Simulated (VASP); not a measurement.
# BAs (F-43m) in VASP: further runs

BAs is run at these levels: PBEsol, PBE; tasks: single point.

Everything below comes from runs of VASP 6.6.1. Logs are shortened: lines on timing, memory, paths and dates and some standing lists are left out, and cuts for length are marked.

**1. The cell of the first run**

Symmetry: F-43m, No. 216, cubic system. The conventional cell has a = 4.809 Å, b = 4.809 Å, c = 4.809 Å, α = 90.00°, β = 90.00°, γ = 90.00°. Within 2.8 Å of As (site symmetry -43m) lie 4 B at 2.08 Å. Within 2.8 Å of B (site symmetry -43m) lie 4 As at 2.08 Å.

**2. Single point, PBEsol**

Input file INCAR:

```
SYSTEM = BAs
  ALGO = Normal
  EDIFF = 1E-7
  ENCUT = 520
  GGA = PS
  ISIF = 2
  ISMEAR = -1
  LASPH = .TRUE.
  LCHARG = .FALSE.
  LREAL = .FALSE.
  LWAVE = .FALSE.
  NBANDS = 11
  NELM = 80
  PREC = Accurate
  SIGMA = 0.05
```

Input file KPOINTS:

```
k-points
0
G
  10 10 10
  0 0 0
```

Input file POSCAR:

```
BAs
1.0
    0.0000000000      2.4043183418      2.4043183418
    2.4043183418      0.0000000000      2.4043183418
    2.4043183418      2.4043183418      0.0000000000
As B
1 1
Direct
    0.7500000000      0.7500000000      0.7500000000
    0.0000000000      0.0000000000      0.0000000000
```

Potentials or basis: VASP PAW PBE potentials, release 64 (As, B).

Launch:

```console
cat potpaw_PBE.64/As/POTCAR potpaw_PBE.64/B/POTCAR > POTCAR
mpirun -np 1 vasp_std > vasp.out
```

OUTCAR:

```text
SYSTEM = BAs
   EDIFF = 1E-7
   ENCUT = 520
   GGA = PS
   ISIF = 2
   ISMEAR = -1
   LASPH = .TRUE.
   LREAL = .FALSE.
   NELM = 80
   PREC = Accurate

 ion  position               nearest neighbor table
   1  0.750  0.750  0.750-   2 2.08   2 2.08   2 2.08   2 2.08
   2  0.000  0.000  0.000-   1 2.08   1 2.08   1 2.08   1 2.08

  LATTYP: Found a face centered cubic cell.
 ALAT       =     4.8086366836

  Lattice vectors:

 A1 = (   0.0000000000,   2.4043183418,   2.4043183418)
 A2 = (   2.4043183418,   0.0000000000,   2.4043183418)
 A3 = (   2.4043183418,   2.4043183418,   0.0000000000)

Analysis of symmetry for initial positions (statically):
=====================================================================
 Subroutine PRICEL returns:
 Original cell was already a primitive cell.

 Routine SETGRP: Setting up the symmetry group for a
 face centered cubic supercell.

 Subroutine GETGRP returns: Found 24 space group operations
 (whereof 24 operations were pure point group operations)
 out of a pool of 48 trial point group operations.

The static configuration has the point symmetry T_d .

Analysis of symmetry for dynamics (positions and initial velocities):
=====================================================================
 Subroutine PRICEL returns:
 Original cell was already a primitive cell.

 Routine SETGRP: Setting up the symmetry group for a
 face centered cubic supercell.

 Subroutine GETGRP returns: Found 24 space group operations
 (whereof 24 operations were pure point group operations)
 out of a pool of 48 trial point group operations.

The dynamic configuration has the point symmetry T_d .

 Subroutine INISYM returns: Found 24 space group operations
 (whereof 24 operations are pure point group operations),
 and found     1 'primitive' translations

----------------------------------------------------------------------------------------

                                     Primitive cell

  volume of cell :      27.7975

  direct lattice vectors                    reciprocal lattice vectors
     0.000000000  2.404318342  2.404318342    -0.207959151  0.207959151  0.207959151
     2.404318342  0.000000000  2.404318342     0.207959151 -0.207959151  0.207959151
     2.404318342  2.404318342  0.000000000     0.207959151  0.207959151 -0.207959151

  length of vectors
     3.400219607  3.400219607  3.400219607     0.360195815  0.360195815  0.360195815

  position of ions in fractional coordinates (direct lattice)
     0.750000000  0.750000000  0.750000000
     0.000000000  0.000000000  0.000000000

  ion indices of the primitive-cell ions
   primitive index   ion index
                 1           1
                 2           2

----------------------------------------------------------------------------------------

 KPOINTS: k-points

Automatic generation of k-mesh.
 Grid dimensions read from file:
 generate k-points for:   10   10   10

 Generating k-lattice:

  Cartesian coordinates                     Fractional coordinates (reciprocal lattice)
    -0.020795915  0.020795915  0.020795915     0.100000000  0.000000000  0.000000000
     0.020795915 -0.020795915  0.020795915     0.000000000  0.100000000  0.000000000
     0.020795915  0.020795915 -0.020795915     0.000000000  0.000000000  0.100000000

  Length of vectors
     0.036019581  0.036019581  0.036019581

  Shift w.r.t. Gamma in fractional coordinates (k-lattice)
     0.000000000  0.000000000  0.000000000

 Subroutine IBZKPT returns following result:
 ===========================================

 Found     47 irreducible k-points:

 Following reciprocal coordinates:
            Coordinates               Weight
  0.000000  0.000000  0.000000      1.000000
  0.100000  0.000000  0.000000      8.000000
  0.200000  0.000000  0.000000      8.000000
  0.300000  0.000000  0.000000      8.000000
  0.400000  0.000000  0.000000      8.000000
  0.500000  0.000000  0.000000      4.000000
[... 16 lines left out ...]
  0.300000  0.300000  0.000000      6.000000
  0.400000  0.300000  0.000000     24.000000
 [... further k-points ...]
   k-points           NKPTS =     47   k-points in BZ     NKDIM =     47   number of bands    NBANDS=     11
   number of dos      NEDOS =    301   number of ions     NIONS =      2
   total plane-waves  NPLWV =  21952
   dimension x,y,z NGX =    28 NGY =   28 NGZ =   28
   dimension x,y,z NGXF=    56 NGYF=   56 NGZF=   56
   ions per type =               1   1
   NGX,Y,Z   is equivalent  to a cutoff of  13.69, 13.69, 13.69 a.u.
   NGXF,Y,Z  is equivalent  to a cutoff of  27.38, 27.38, 27.38 a.u.
 SYSTEM =  BAs
   PREC   = accura    normal or accurate (medium, high low for compatibility)
   ISTART =      0    job   : 0-new  1-cont  2-samecut
   ICHARG =      2    charge: 1-file 2-atom 10-const
   ISPIN  =      1    spin polarized calculation?
   LNONCOLLINEAR =      F non collinear calculations
   LSORBIT =      F    spin-orbit coupling
   LASPH  =      T    aspherical Exc in radial PAW
   ENCUT  =  520.0 eV  38.22 Ry    6.18 a.u.   6.32  6.32  6.32*2*pi/ulx,y,z
   NELM   =     80;   NELMIN=  2; NELMDL= -5     # of ELM steps
   EDIFF  = 0.1E-06   stopping-criterion for ELM
   LREAL  =      F    real-space projection
   EDIFFG = 0.1E-05   stopping-criterion for IOM
   NSW    =      0    number of steps for IOM
   IBRION =     -1    ionic relax: 0-MD 1-quasi-New 2-CG
   NFREE  =      0    steps in history (QN), initial steepest desc. (CG)
   ISIF   =      2    stress and relaxation
   ISYM   =      2    0-nonsym 1-usesym 2-fastsym
   POTIM  = 0.5000    time-step for ionic-motion
   TEBEG  =    0.0;   TEEND  =   0.0 temperature during run
   PSTRESS=    0.0 pullay stress
   NELECT =       8.0000    total number of electrons
   NUPDOWN=      -1.0000    fix difference up-down
   EMIN   =  10.00;   EMAX   =-10.00  energy-range for DOS
   EFERMI =   0.00;   METHOD = LEGACY
   ISMEAR =    -1;   SIGMA  =   0.05  broadening in eV -4-tet -1-fermi 0-gaus
   EFERMI_NEDOS =   21; number of points for ismear=-14 and -15
   IALGO  =     38    algorithm
   IMIX   =      4    mixing-type and parameters
     AMIX     =   0.40;   BMIX     =  1.00
     AMIX_MAG =   1.60;   BMIX_MAG =  1.00
  volume/ion in A,a.u.               =      13.90        93.79
  Fermi-wavevector in a.u.,A,eV,Ry     =   1.080860  2.042530 15.895126  1.168259
  Thomas-Fermi vector in A             =   2.216862
   LORBIT       =      0    0 simple, 1 ext, 2 COOP (PROOUT), +10 PAW based schemes
   GGA     = PS    functional components
   LHFCALC =     F    Hartree Fock is set to
   AEXX    =    0.0000 exact exchange contribution
   IVDW    =     0    specifies the selected vdW correction
   LEPSILON=     F    determine dielectric tensor
   LRPA    =     F    only Hartree local field effects (RPA)
 non-spin polarized calculation
  energy-cutoff  :      520.00
  volume of cell :       27.80
 maximum number of plane-waves:       763
 NGX is ok and might be reduce to    28

 number of electron       8.0000000 magnetization

 Free energy of the ion-electron system (eV)
  ---------------------------------------------------
  ext. energy  EPLUGINS =         0.00000000
  ---------------------------------------------------
  free energy    TOTEN  =       -12.19957139 eV

  energy without entropy =      -12.19957120  energy(sigma->0) =      -12.19957130

 E-fermi :   6.3581     XC(G=0): -10.6471

 val. band max:        5.8275388552   @ k =   0.0000   0.0000   0.0000
 cond. band min:       6.9232254864   @ k =   0.4000   0.4000   0.0000
 fundamental gap:      1.0956866312
 Fermi energy:         6.3581282261

 k-point     1 :       0.0000    0.0000    0.0000
  band No.  band energies     occupation
      1      -9.4300      2.00000
      2       5.8275      1.99995
      3       5.8275      1.99995
      4       5.8275      1.99995
      5       9.0431      0.00000
      6       9.0431      0.00000
      7       9.0431      0.00000
      8      10.2595      0.00000
      9      15.0782      0.00000
     10      18.6772      0.00000
     11      18.6772      0.00000

 k-point     2 :       0.1000    0.0000    0.0000
  band No.  band energies     occupation
      1      -9.2684      2.00000
      2       4.4333      2.00000
      3       5.5297      2.00000
      4       5.5297      2.00000
      5       9.1454      0.00000
      6       9.4350      0.00000
      7       9.4350      0.00000
      8      11.1743      0.00000
      9      15.7210      0.00000
     10      17.5849      0.00000
     11      17.5849      0.00000

 k-point     3 :       0.2000    0.0000    0.0000
  band No.  band energies     occupation
      1      -8.7921      2.00000
      2       2.0889      2.00000
      3       4.9630      2.00000
      4       4.9630      2.00000
      5       8.8983      0.00000
      6      10.1422      0.00000
      7      10.1422      0.00000
      8      12.8154      0.00000
      9      16.7307      0.00000
     10      16.8637      0.00000
     11      16.8637      0.00000

 k-point     4 :       0.3000    0.0000    0.0000
  band No.  band energies     occupation
      1      -8.0377      2.00000
      2      -0.1738      2.00000
      3       4.4623      2.00000
      4       4.4623      2.00000
      5       8.6160      0.00000
      6      10.5404      0.00000
      7      10.5404      0.00000
      8      14.0880      0.00000
      9      16.8595      0.00000
     10      17.2967      0.00000
     11      17.2967      0.00000

 k-point     5 :       0.4000    0.0000    0.0000
  band No.  band energies     occupation
      1      -7.1385      2.00000
      2      -2.0191      2.00000
      3       4.1412      2.00000
      4       4.1412      2.00000
      5       8.4295      0.00000
      6      10.5680      0.00000
      7      10.5680      0.00000
      8      14.4962      0.00000
      9      17.5751      0.00000
     10      18.7873      0.00000
     11      18.7873      0.00000
[... 211 lines left out ...]
 k-point    21 :      -0.3000    0.2000    0.0000
  band No.  band energies     occupation
      1      -6.9285      2.00000
      2      -1.1472      2.00000
      3       1.2550      2.00000
      4       3.9001      2.00000
      5       9.2454      0.00000
      6      11.6691      0.00000
      7      11.8838      0.00000
      8      13.7748      0.00000
      9      16.3792      0.00000
     10      17.6694      0.00000
     11      20.8255      0.00000

 k-point    22 :      -0.2000    0.2000    0.0000
  band No.  band energies     occupation
      1      -7.7788      2.00000
      2       0.3938      2.00000
      3       1.7989      2.00000
      4       4.5523      2.00000
      5       9.6459      0.00000
      6      10.8610      0.00000
      7      11.6953      0.00000
      8      12.6646      0.00000
      9      15.5896      0.00000
     10      18.1783      0.00000
     11      19.6933      0.00000

 k-point    23 :       0.3000    0.3000    0.0000
  band No.  band energies     occupation
      1      -7.5469      2.00000
      2       0.6414      2.00000
      3       2.6822      2.00000
      4       2.6822      2.00000
      5       7.1487      0.00000
      6       9.3673      0.00000
      7      14.1325      0.00000
      8      14.1325      0.00000
      9      16.5897      0.00000
     10      20.4958      0.00000
     11      20.8016      0.00000

 k-point    24 :       0.4000    0.3000    0.0000
  band No.  band energies     occupation
      1      -6.8341      2.00000
      2      -0.5801      2.00000
      3       1.8997      2.00000
      4       2.3897      2.00000
      5       7.4438      0.00000
      6       9.1129      0.00000
      7      14.4891      0.00000
      8      14.7396      0.00000
      9      17.6436      0.00000
     10      21.2577      0.00000
     11      21.5400      0.00000

 [... further k-points ...]
[... 5 lines left out ...]
  --------------------------------------------------------------------------------------
  -------------------------------------------------------------------------------------
  Total       -0.4549748     -0.4549748     -0.4549748     -0.0000000      0.0000000     -0.0000000
  in kB      -26.2235837    -26.2235837    -26.2235837     -0.0000000      0.0000000     -0.0000000
  external PRESSURE =     -26.2235837 kB  Pullay stress =       0.0000000 kB

 VOLUME and BASIS-vectors are now :
 -----------------------------------------------------------------------------
  energy-cutoff  :      520.00
  volume of cell :       27.80
      direct lattice vectors                 reciprocal lattice vectors
     0.000000000  2.404318342  2.404318342    -0.207959151  0.207959151  0.207959151
     2.404318342  0.000000000  2.404318342     0.207959151 -0.207959151  0.207959151
     2.404318342  2.404318342  0.000000000     0.207959151  0.207959151 -0.207959151

 POSITION                                       TOTAL-FORCE (eV/Angst)
 -----------------------------------------------------------------------------------
      3.60648      3.60648      3.60648         0.000000      0.000000      0.000000
      0.00000      0.00000      0.00000        -0.000000     -0.000000     -0.000000
 -----------------------------------------------------------------------------------
    total drift:                                0.000000      0.000000      0.000000

  FREE ENERGIE OF THE ION-ELECTRON SYSTEM (eV)
  ---------------------------------------------------
  free  energy   TOTEN  =       -12.1995713877 eV

  energy  without entropy=      -12.1995712048  energy(sigma->0) =      -12.19957130
```

Wall time 27 s (1 thread of Intel Xeon Platinum 8259CL at 2.50GHz (Skylake/Cascade Lake), shared host); peak memory 0.16 GiB.

What came out:

| Quantity | Value |
| --- | --- |
| Free energy | -12.1996 eV |
| Pressure | -2.6 GPa |
| Band gap on the k mesh | 1.10 eV, indirect (least direct gap 3.22 eV) |

Caveat: the PAW data sets were made with another functional, which shifts forces and pressure a little. A k mesh can miss the band edges.

**3. Single point, PBEsol (volume scaled by 1.04)**

Input file INCAR:

```
PREC = Accurate
ENCUT = 520
EDIFF = 1E-7
ISMEAR = -1
SIGMA = 0.05
LREAL = F
LASPH = T
NELM = 80
ALGO = Normal
ISIF = 2
LWAVE = F
LCHARG = F
GGA = PS
NBANDS = 11
```

Input file KPOINTS:

```
Automatic mesh
0
Gamma
  10 10 10
```

Input file POSCAR:

```
BAs
1.0
    0.0000000000      2.4199312360      2.4199312360
    2.4199312360      0.0000000000      2.4199312360
    2.4199312360      2.4199312360      0.0000000000
As B
1 1
Direct
    0.7500000000      0.7500000000      0.7500000000
    0.0000000000      0.0000000000      0.0000000000
```

Potentials or basis: VASP PAW PBE potentials, release 64 (As, B).

Launch:

```console
cat potpaw_PBE.64/As/POTCAR potpaw_PBE.64/B/POTCAR > POTCAR
mpirun -np 1 vasp_std > vasp.out
```

Wall time 27 s (1 thread of Intel Xeon Platinum 8259CL at 2.50GHz (Skylake/Cascade Lake), shared host); peak memory 0.16 GiB.

Results (log left out):

```
Free energy            : -12.1866 eV
Pressure               : -5.0 GPa
Band gap on the k mesh : 1.11 eV, indirect (least direct gap 3.19 eV)
```

Levels at points of the mesh, in eV from the valence-band top:
```
           k point  band 1  band 2  band 3  band 4  band 5  band 6  band 7  band 8  band 9
(0.00, 0.00, 0.00)  -15.08    0.00    0.00    0.00    3.19    3.19    3.19    4.19    9.16
(0.50, 0.00, 0.00)  -12.34   -8.55   -1.76   -1.76    2.43    4.68    4.68    8.63   12.27
(0.50, 0.50, 0.00)  -11.09   -8.32   -3.94   -3.94    1.35    1.39   10.97   10.97   12.43
```

Caveat: the PAW data sets were made with another functional, which shifts forces and pressure a little. A k mesh can miss the band edges.

**4. Single point, PBEsol (volume scaled by 1.06)**

Input file INCAR:

```
PREC = Accurate
ENCUT = 520
EDIFF = 1E-6
ISMEAR = -1
SIGMA = 0.05
LREAL = F
LASPH = T
NELM = 80
ALGO = Normal
ISIF = 2
LWAVE = F
LCHARG = T
GGA = PS
LELF = T
LVHAR = T
NBANDS = 11
```

Input file KPOINTS:

```
regular mesh
0
Gamma
  10 10 10
```

Input file POSCAR:

```
BAs
1.0
    0.0000000000      2.4353452264      2.4353452264
    2.4353452264      0.0000000000      2.4353452264
    2.4353452264      2.4353452264      0.0000000000
As B
1 1
Direct
    0.7500000000      0.7500000000      0.7500000000
    0.0000000000      0.0000000000      0.0000000000
```

Launch:

```console
cat potpaw_PBE.64/As/POTCAR potpaw_PBE.64/B/POTCAR > POTCAR
mpirun -np 1 vasp_std > vasp.out
```

Wall time 29 s (1 thread of Intel Xeon Platinum 8259CL at 2.50GHz (Skylake/Cascade Lake), shared host); peak memory 0.16 GiB.

Results (log left out):

```
Free energy            : -12.1657 eV
Pressure               : -7.2 GPa
Band gap on the k mesh : 1.13 eV, indirect (least direct gap 3.17 eV)
```

Levels at points of the mesh, in eV from the valence-band top:
```
           k point  band 2  band 3  band 4  band 5  band 6  band 7
(0.00, 0.00, 0.00)    0.00    0.00    0.00    3.17    3.17    3.17
(0.50, 0.00, 0.00)   -8.42   -1.73   -1.73    2.32    4.66    4.66
(0.50, 0.50, 0.00)   -8.21   -3.87   -3.87    1.36    1.41   10.80
```

Caveat: the PAW data sets were made with another functional, which shifts forces and pressure a little.

**5. Single point, PBE**

Input file INCAR:

```
PREC = Accurate
ENCUT = 520
EDIFF = 1E-6
ISMEAR = -1
SIGMA = 0.05
LREAL = F
LASPH = T
NELM = 60
ALGO = Normal
ISIF = 2
LWAVE = F
LCHARG = F
GGA = PE
NBANDS = 11
```

Input file KPOINTS:

```
Automatic mesh
0
Gamma
  10 10 10
```

Input file POSCAR:

```
BAs
1.0
    0.0000000000      2.4043183418      2.4043183418
    2.4043183418      0.0000000000      2.4043183418
    2.4043183418      2.4043183418      0.0000000000
As B
1 1
Direct
    0.7500000000      0.7500000000      0.7500000000
    0.0000000000      0.0000000000      0.0000000000
```

Launch:

```console
cat potpaw_PBE.64/As/POTCAR potpaw_PBE.64/B/POTCAR > POTCAR
mpirun -np 1 vasp_std > vasp.out
```

It took 8.3 s on 1 thread of Intel Xeon 6975P-C (Granite Rapids), shared host; peak memory 0.16 GiB.

It converged, with:

```
Free energy            : -11.4134 eV
Pressure               : 0.6 GPa
Band gap on the k mesh : 1.20 eV, indirect (least direct gap 3.25 eV)
```

Levels at points of the mesh, in eV from the valence-band top:
| k point | band 1 | band 2 | band 3 | band 4 | band 5 | band 6 | band 7 | band 8 |
| --- | --- | --- | --- | --- | --- | --- | --- | --- |
| (0.00, 0.00, 0.00) | -15.22 | 0.00 | 0.00 | 0.00 | 3.25 | 3.25 | 3.25 | 4.44 |
| (0.50, 0.00, 0.00) | -12.42 | -8.65 | -1.79 | -1.79 | 2.58 | 4.76 | 4.76 | 8.82 |
| (0.50, 0.50, 0.00) | -11.14 | -8.42 | -4.00 | -4.00 | 1.45 | 1.46 | 11.18 | 11.18 |

**6. The runs side by side**

| level | cell | gap on the mesh (eV) | pressure (GPa) |
| --- | --- | --- | --- |
| PBEsol | a = 3.400 Å, angles 60.0°, 2 atoms | 1.10 | -2.6 |
| PBEsol | a = 3.422 Å, angles 60.0°, 2 atoms | 1.11 | -5.0 |
| PBEsol | a = 3.444 Å, angles 60.0°, 2 atoms | 1.13 | -7.2 |
| PBE | a = 3.400 Å, angles 60.0°, 2 atoms | 1.20 | 0.6 |

Alike in all rows: task single point; potentials or basis VASP PAW PBE potentials, release 64 (As, B); no spin polarisation; k mesh 10 × 10 × 10; cutoff (eV) 520; smearing fermi-dirac 0.05 eV.

Caveats: the PAW data sets were made with another functional, which shifts forces and pressure a little (some runs).

Absolute energies hang on the potentials; compare differences alone.
